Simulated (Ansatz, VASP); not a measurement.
**Two plane-wave programs on W**

```
W
1.0
     5.11666    0.00000    0.00000
     0.00000    5.11666    0.00000
     0.00000    0.00000    5.11666
W
8
Direct
  0.00000 0.00000 0.00000
  0.50000 0.50000 0.50000
  0.00000 0.50000 0.25000
  0.00000 0.50000 0.75000
  0.25000 0.00000 0.50000
  0.75000 0.00000 0.50000
  0.50000 0.75000 0.00000
  0.50000 0.25000 0.00000
```

Change from the starting cell: volume scaled by 1.02, ions relaxed.

Alike in both runs: functional PBE; k mesh 9 × 9 × 9; occupations fermi-dirac, width 0.05 eV; no spin polarisation.

Ansatz relaxed the structure, and its values are those at the end. VASP's run is a single point on that final structure, the one shown.

|  | VASP | Ansatz |
| --- | --- | --- |
| version | VASP 6.6.1 | Ansatz 0.2.0 |
| potentials or method | VASP PAW PBE potentials, release 64 (W_sv) | plane-wave PAW, scalar-relativistic |
| plane-wave cutoff (eV) | 520 | 420 |
| valence electrons in the cell | 112 | 112 |

VASP gave:

- pressure (GPa): -5.7

Question: Which values does Ansatz return?

Answer: Pressure (GPa): -6.2.

The functional is the same, so the differences come from potentials, cutoffs and numerics. Ansatz's warnings: stress scf threshold loose.

Neither program's run includes spin-orbit coupling.
